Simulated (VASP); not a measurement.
**Ti2Co: single point with PBEsol**

The system is Ti2Co.

```xyz
6
Lattice="0.0000 3.3650 3.3650 3.3650 0.0000 3.3650 3.3650 3.3650 0.0000" Properties=species:S:1:pos:R:3 pbc="T T T"
Ti    0.8413    0.8413    0.8413
Ti    0.8413    2.5238    2.5238
Ti    2.5238    2.5238    0.8413
Ti    2.5238    0.8413    2.5238
Co    3.3650    3.3650    3.3650
Co    5.0475    5.0475    5.0475
```

* Program: VASP 6.6.1
* Task: single point
* Functional: PBEsol
* Potentials or basis: VASP PAW PBE potentials, release 64 (Ti_sv, Co)
* Cutoff: 520 eV
* k mesh: 10 × 10 × 10
* Occupations: tetrahedron
* Spin: collinear spin, ferromagnetic start
* Starting moments: [0.0, 0.0, 0.0, 0.0, 0.59, 0.59] μB

The pressure is 15.8 GPa. The net moment is 1.07 μB per cell, the site moments are Ti +0.03; Co +0.51 μB and the valence electrons inside the program's atomic spheres are Ti 10.79; Co 8.12.

Levels at points of the mesh, in eV from the Fermi level:
Spin up:
```csv
k point,band 30,band 31,band 32,band 33,band 34,band 35,band 36,band 37,band 38,band 39
"(0.00, 0.00, 0.00)",-1.17,-1.17,-0.09,-0.09,-0.09,-0.06,-0.06,4.02,4.02,4.02
"(0.50, 0.00, 0.00)",-0.64,-0.56,-0.56,-0.12,-0.12,0.98,0.98,1.14,1.64,1.75
"(0.50, 0.50, 0.00)",-0.57,-0.56,-0.56,0.33,0.33,0.57,0.57,1.58,1.58,1.78
```
Spin down:
| k point | band 28 | band 29 | band 30 | band 31 | band 32 | band 33 | band 34 | band 35 | band 36 | band 37 |
| --- | --- | --- | --- | --- | --- | --- | --- | --- | --- | --- |
| (0.00, 0.00, 0.00) | -0.93 | -0.81 | -0.81 | -0.81 | 0.19 | 0.19 | 0.23 | 0.23 | 0.23 | 4.00 |
| (0.50, 0.00, 0.00) | -0.55 | -0.44 | -0.42 | -0.42 | -0.14 | -0.10 | -0.10 | 1.18 | 1.25 | 1.25 |
| (0.50, 0.50, 0.00) | -1.13 | -0.56 | -0.56 | -0.13 | -0.13 | 0.45 | 0.45 | 0.89 | 0.89 | 1.65 |

Wall time 9.7 min on 1 thread of Intel Xeon 8259CL, on a shared host, peak memory 0.4 GiB.

Caveat: the cell stands under pressure; the PAW data sets were made with another functional, which shifts forces and pressure a little; tetrahedron occupations give inexact forces and stress in metals.
